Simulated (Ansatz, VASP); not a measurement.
# One calculation of CdI2, two programs

```xyz
3
Lattice="4.2470 0.0000 0.0000 -2.1235 3.6780 0.0000 0.0000 0.0000 6.8950" Properties=species:S:1:pos:R:3 pbc="T T T"
Cd    0.0000    0.0000    0.0000
I     0.0000    2.4520    1.7196
I     2.1235    1.2260    5.1755
```

Alike in both runs: task single point; functional HSE06; k mesh 6 × 6 × 4; no spin polarisation.

|  | VASP | Ansatz |
| --- | --- | --- |
| version | VASP 6.6.1 | Ansatz 0.2.0 |
| potentials or method | VASP PAW PBE potentials, release 64 (Cd, I) | plane waves, PAW |
| plane-wave cutoff (eV) | 400 | 420 |
| occupations | gaussian, width 0.01 eV | fixed |
| valence electrons in the cell | 26 | 54 |

|  | VASP | Ansatz | Ansatz less VASP |
| --- | --- | --- | --- |
| gap on the k mesh at the Fermi level (eV) | 3.34 | 3.34 | +0.001 |
| pressure (GPa) | 0.6 | 0.8 | +0.17 |
| traceless stress, the component that is largest in VASP (GPa) | -0.08 | -0.07 | +0.008 |
| rms of the force components (eV/Å) | 0.030 | 0.037 | +0.0071 |

Atom by atom the forces differ by 0.007 eV/Å (rms over components). VASP's potentials hold 26 valence electrons a cell and Ansatz's 54, so a difference there can come from the potentials and not from the codes. Ansatz's warnings: stress exchange threshold loose, stress scf threshold loose.

Neither program's run includes spin-orbit coupling.
